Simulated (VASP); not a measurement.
Input of a VASP 6.6.1 run:

File INCAR:

```
PREC     = Accurate       # precision mode
ENCUT    = 520            # plane-wave cutoff, eV
EDIFF    = 1E-6           # SCF threshold, eV
ISMEAR   = 0              # smearing method
SIGMA    = 0.1            # smearing width, eV
LREAL    = False          # projectors in reciprocal space
LASPH    = True           # aspherical terms in the spheres
NELM     = 150            # most SCF steps
ALGO     = Normal         # electronic algorithm
ISIF     = 2              # what is computed and relaxed
LWAVE    = False          # write WAVECAR
LCHARG   = False          # write CHGCAR
ISPIN    = 2              # spin polarisation
MAGMOM   = 3.57 -0.05 -0.25 -0.25 -0.25 # initial moments
LORBIT   = 11             # projections on sites
LMAXMIX  = 4              # l up to which the mixer works
GGA      = PE             # functional
NBANDS   = 31             # bands
```

Contents of KPOINTS:

```
Automatic mesh
0
Gamma
  4 4 4
```

Contents of POSCAR:

```
WSe4
1.0
    4.9554599900      0.0000000000      0.0000000000
    0.0000000000      4.9554599900      0.0000000000
    0.0000000000      0.0000000000      4.9554599900
W Se
1 4
Direct
    0.0000000000      0.0000000000      0.0000000000
    0.5000000000      0.5000000000      0.5000000000
    0.0000000000      0.5000000000      0.5000000000
    0.5000000000      0.0000000000      0.5000000000
    0.5000000000      0.5000000000      0.0000000000
```

Potentials or basis: VASP PAW PBE potentials, release 64 (W_sv, Se).

Command:

```sh
$ cat potpaw_PBE.64/W_sv/POTCAR potpaw_PBE.64/Se/POTCAR > POTCAR
$ mpirun -np 1 vasp_std > vasp.out
```

(1) Predict the pressure.

(2) Estimate the site moments.

(3) What does it give for the net moment?

## Answers

(1) 0.6 GPa.

(2) W +2.83; Se -0.04, -0.24 μB.

(3) 2.62 μB per cell.
